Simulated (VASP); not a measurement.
Mg: single point with LDA

The system is Mg.

```xyz
1
Lattice="-1.6385 1.6385 1.6385 1.6385 -1.6385 1.6385 1.6385 1.6385 -1.6385" Properties=species:S:1:pos:R:3 pbc="T T T"
Mg    0.0000    0.0000    0.0000
```

This isn't the form of Mg at room conditions, which is hcp.

```json
{
  "Program": "VASP 6.6.1",
  "Task": "single point",
  "Functional": "LDA",
  "Potentials or basis": "VASP PAW LDA potentials, release 64 (Mg)",
  "Cutoff": "520 eV",
  "k mesh": "16 × 16 × 16",
  "Occupations": "fermi-dirac, width 0.1 eV",
  "Spin": "no spin polarisation",
  "Dipole correction": "no",
  "Further INCAR settings": "ALGO = Normal; EDIFF = 1e-07; NBANDS = 7"
}
```

```json
{
 "Pressure": "11.6 GPa",
 "Band gap on the k mesh": "zero (bands 1 and 2 overlap by 5.00 eV)"
}
```

Levels at points of the mesh, in eV from the Fermi level:
```
           k point  band 1  band 2  band 3  band 4  band 5  band 6
(0.00, 0.00, 0.00)   -8.17   14.78   14.78   14.78   17.19   17.19
(0.50, 0.00, 0.00)   -1.87   -0.92    9.59   11.47   12.06   13.83
(0.50, 0.50, 0.50)    4.09    4.09    4.69    4.69    4.69   10.47
```

It took 22 s on 1 thread of Intel Xeon 8259CL, with other jobs on the host, peak memory 0.14 GiB.

Caveat: the cell stands under pressure.
